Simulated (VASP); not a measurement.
# Sb2As (Fd-3m) in VASP: a series of runs, part 2 of 2

VASP 6.6.1. The steps go on from the part before.

## (3) Single point, PBE

This run uses another cell than the first one, of 27.06 Å³/atom.

INCAR

```
  PREC = Accurate
  ENCUT = 520
  EDIFF = 1E-6
  ISMEAR = 0
  SIGMA = 0.1
  LREAL = False
  LASPH = True
  NELM = 80
  ALGO = Normal
  ISIF = 2
  LWAVE = False
  LCHARG = False
  GGA = PE
  NBANDS = 24
```

KPOINTS

```
Automatic mesh
0
Gamma
  8 8 8
```

POSCAR

```
Sb2As
1.0
    0.0000000000      4.3299366950      4.3299366950
    4.3299366950      0.0000000000      4.3299366950
    4.3299366950      4.3299366950      0.0000000000
Sb As
4 2
Direct
    0.6250000000      0.6250000000      0.6250000000
    0.1250000000      0.6250000000      0.6250000000
    0.6250000000      0.6250000000      0.1250000000
    0.6250000000      0.1250000000      0.6250000000
    0.0000000000      0.0000000000      0.0000000000
    0.2500000000      0.2500000000      0.2500000000
```

Potentials or basis: VASP PAW PBE potentials, release 64 (Sb, As).

Run with:

```
$ cat potpaw_PBE.64/Sb/POTCAR potpaw_PBE.64/As/POTCAR > POTCAR
$ mpirun -np 1 vasp_std > vasp.out
```

OUTCAR:

```text
PREC = Accurate
   ENCUT = 520
   EDIFF = 1E-6
   ISMEAR = 0
   LREAL = False
   LASPH = True
   NELM = 80
   ISIF = 2
   GGA = PE

 ion  position               nearest neighbor table
   1  0.625  0.625  0.625-   2 3.06   3 3.06   4 3.06   3 3.06   4 3.06   2 3.06
   2  0.125  0.625  0.625-   1 3.06   3 3.06   4 3.06   1 3.06   3 3.06   4 3.06
   3  0.625  0.625  0.125-   1 3.06   1 3.06   2 3.06   4 3.06   4 3.06   2 3.06
   4  0.625  0.125  0.625-   1 3.06   3 3.06   1 3.06   2 3.06   3 3.06   2 3.06
   5  0.000  0.000  0.000-
[... 858 lines left out ...]
  -------------------------------------------------------------------------------------
  Total       -0.0569031     -0.0569031     -0.0569031      0.0000000      0.0000000      0.0000000
  in kB       -0.5615283     -0.5615283     -0.5615283      0.0000000      0.0000000      0.0000000
  external PRESSURE =      -0.5615283 kB  Pullay stress =       0.0000000 kB

 VOLUME and BASIS-vectors are now :
 -----------------------------------------------------------------------------
  energy-cutoff  :      520.00
  volume of cell :      162.36
      direct lattice vectors                 reciprocal lattice vectors
     0.000000000  4.329936695  4.329936695    -0.115475129  0.115475129  0.115475129
     4.329936695  0.000000000  4.329936695     0.115475129 -0.115475129  0.115475129
     4.329936695  4.329936695  0.000000000     0.115475129  0.115475129 -0.115475129

 POSITION                                       TOTAL-FORCE (eV/Angst)
 -----------------------------------------------------------------------------------
      5.41242      5.41242      5.41242         0.000000      0.000000      0.000000
      5.41242      3.24745      3.24745         0.000000      0.000000      0.000000
      3.24745      3.24745      5.41242         0.000000      0.000000      0.000000
      3.24745      5.41242      3.24745         0.000000      0.000000      0.000000
      0.00000      0.00000      0.00000        -0.000000     -0.000000     -0.000000
      2.16497      2.16497      2.16497         0.000000      0.000000      0.000000
 -----------------------------------------------------------------------------------
    total drift:                               -0.000000     -0.000000     -0.000000

  FREE ENERGIE OF THE ION-ELECTRON SYSTEM (eV)
  ---------------------------------------------------
  free  energy   TOTEN  =       -21.7332258756 eV

  energy  without entropy=      -21.7024815608  energy(sigma->0) =      -21.71785372
```

stdout:

```text
POSCAR found type information on POSCAR SbAs
 POSCAR found :  2 types and       6 ions
 scaLAPACK will be used
 LDA part: xc-table for (Slater+PW92), standard interpolation
 POSCAR, INCAR and KPOINTS ok, starting setup
 FFT: planning ... GRIDC
 FFT: planning ... GRID_SOFT
 FFT: planning ... GRID
 WAVECAR not read
 entering main loop
```

It took 49 s on 1 thread of Intel Xeon 6975P-C (Granite Rapids), shared host; peak memory 0.36 GiB.

What came out:

```yaml
Free_energy: -21.7332 eV
Pressure: -0.1 GPa
Band_gap_on_the_k_mesh: zero (bands 15 and 16 overlap by 0.74 eV)
```

Levels at points of the mesh, in eV from the Fermi level:
```
           k point  band 11  band 12  band 13  band 14  band 15  band 16  band 17  band 18  band 19  band 20
(0.00, 0.00, 0.00)    -2.46    -2.46    -1.97    -1.97    -1.97     1.27     1.27     1.27     3.91     3.91
(0.50, 0.00, 0.00)    -1.72    -1.72    -1.14    -1.14    -0.20     0.17     0.71     1.09     1.09     2.03
(0.50, 0.50, 0.00)    -0.95    -0.95    -0.75    -0.75    -0.39    -0.39     0.32     0.32     0.35     0.35
```

Caveat: spin-orbit coupling is left out, which moves the levels of the heavy elements.

## (4) Relaxation of cell and atoms, PBE

INCAR

```
ALGO = Normal
EDIFF = 1E-7
EDIFFG = -0.01
ENCUT = 600
GGA = PE
IBRION = 2
ISIF = 3
ISMEAR = 0
LASPH = T
LCHARG = F
LREAL = F
LWAVE = F
NELM = 80
NSW = 100
PREC = Accurate
SIGMA = 0.1
```

KPOINTS

```
k-points
0
Gamma
  8 8 8
```

POSCAR, as its differences from that of step 3:

```diff
@@ -2,5 +2,5 @@
 1.0
-    0.0000000000      4.3299366950      4.3299366950
-    4.3299366950      0.0000000000      4.3299366950
-    4.3299366950      4.3299366950      0.0000000000
+    0.0000000000      4.2579925424      4.2579925424
+    4.2579925424      0.0000000000      4.2579925424
+    4.2579925424      4.2579925424      0.0000000000
 Sb As
```

Run with:

```
$ cat potpaw_PBE.64/Sb/POTCAR potpaw_PBE.64/As/POTCAR > POTCAR
$ mpirun -np 1 vasp_std > vasp.out
```

Wall time 2.7 min (1 thread of Intel Xeon 6975P-C (Granite Rapids), shared host); peak memory 0.39 GiB.

The run converged. Its results:

| Item | Value |
| --- | --- |
| Free energy | -21.7331 eV |
| Relaxed volume | 27.03 Å³/atom |
| Relaxed cell | a = 6.121 Å, b = 6.121 Å, c = 6.121 Å, α = 60.00°, β = 60.00°, γ = 60.00° |
| Space group after relaxing (to 0.1 Å) | Fd-3m (No. 227) |
| Energy gained by relaxing | 11.8 meV/atom |
| Ionic steps | 3 |
| Pressure after relaxing | 0.0 GPa |
| Band gap on the k mesh | zero (bands 15 and 16 overlap by 0.74 eV) |

Step by step:
| step | energy change (eV) | largest force (eV/Å) | pressure (GPa) | volume (Å³) |
| --- | --- | --- | --- | --- |
| 1 | 0.0000 | 0.0000 | 3.05 | 154.40 |
| 2 | -0.0588 | 0.0000 | -1.11 | 165.61 |
| 3 | -0.0709 | 0.0000 | 0.01 | 162.17 |

Final structure:
```yaml
crystal:
  lattice:
    - [0.00000, 4.32830, 4.32830]
    - [4.32830, 0.00000, 4.32830]
    - [4.32830, 4.32830, 0.00000]
  atoms:
    - { symbol: Sb, position: [0.62500, 0.62500, 0.62500] }
    - { symbol: Sb, position: [0.12500, 0.62500, 0.62500] }
    - { symbol: Sb, position: [0.62500, 0.62500, 0.12500] }
    - { symbol: Sb, position: [0.62500, 0.12500, 0.62500] }
    - { symbol: As, position: [0.00000, 0.00000, 0.00000] }
    - { symbol: As, position: [0.25000, 0.25000, 0.25000] }
```

Levels at points of the mesh, in eV from the Fermi level:
```
           k point  band 13  band 14  band 15  band 16  band 17  band 18
(0.00, 0.00, 0.00)    -1.97    -1.97    -1.97     1.27     1.27     1.27
(0.50, 0.00, 0.00)    -1.14    -1.14    -0.20     0.17     0.71     1.10
(0.50, 0.50, 0.00)    -0.75    -0.75    -0.39    -0.39     0.32     0.32
```

Caveat: spin-orbit coupling is left out, which moves the levels of the heavy elements.

## (5) The runs side by side

```tsv
task	cell	k mesh	cutoff (eV)	gap on the mesh (eV)	pressure (GPa)
single point	a = 6.022 Å, angles 60.0°, 6 atoms	4 × 4 × 4	520	none	2.9
single point	a = 6.123 Å, angles 60.0°, 6 atoms	8 × 8 × 8	520	none	-0.1
relaxation of cell and atoms	relaxed from a = 6.022 Å, angles 60.0°, 6 atoms	8 × 8 × 8	600	none	0.0
```

Alike in all rows: level PBE; potentials or basis VASP PAW PBE potentials, release 64 (Sb, As); no spin polarisation; smearing gaussian 0.1 eV.

Caveats: spin-orbit coupling is left out, which moves the levels of the heavy elements.

Absolute energies hang on the potentials; compare differences alone.
